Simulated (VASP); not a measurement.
LiCl: single point with PBE

The system is LiCl.

```xyz
2
Lattice="0.0000 2.6262 2.6262 2.6262 0.0000 2.6262 2.6262 2.6262 0.0000" Properties=species:S:1:pos:R:3 pbc="T T T"
Li    0.0000    0.0000    0.0000
Cl    2.6262    2.6262    2.6262
```

This cell differs from its parent crystal: volume scaled by 1.06.

| Item | Value |
| --- | --- |
| Program | VASP 6.6.1 |
| Task | single point |
| Functional | PBE |
| Potentials or basis | VASP PAW PBE potentials, release 64 (Li_sv, Cl) |
| Cutoff | 520 eV |
| k mesh | 8 × 8 × 8 |
| Occupations | gaussian, width 0.02 eV |
| Spin | no spin polarisation |
| Dipole correction | no |
| Further INCAR settings | ALGO = Normal; EDIFF = 1e-06; NBANDS = 12 |

```yaml
Band_gap_on_the_k_mesh: 5.95 eV, direct
```

Levels at points of the mesh, in eV from the valence-band top:
```
           k point  band 2  band 3  band 4  band 5  band 6  band 7  band 8  band 9
(0.00, 0.00, 0.00)  -13.16    0.00    0.00    0.00    5.95   11.87   11.87   11.87
(0.50, 0.00, 0.00)  -12.68   -2.54   -0.23   -0.23    6.68    9.45    9.45   12.26
(0.50, 0.50, 0.00)  -12.48   -2.58   -0.98   -0.98    7.72    8.38   11.85   13.58
```

Wall time 5.4 s on 1 thread of Intel(R) Xeon(R) 6975P-C (Granite Rapids), with other jobs on the host, peak memory 0.15 GiB.

 A k mesh can miss the band edges.
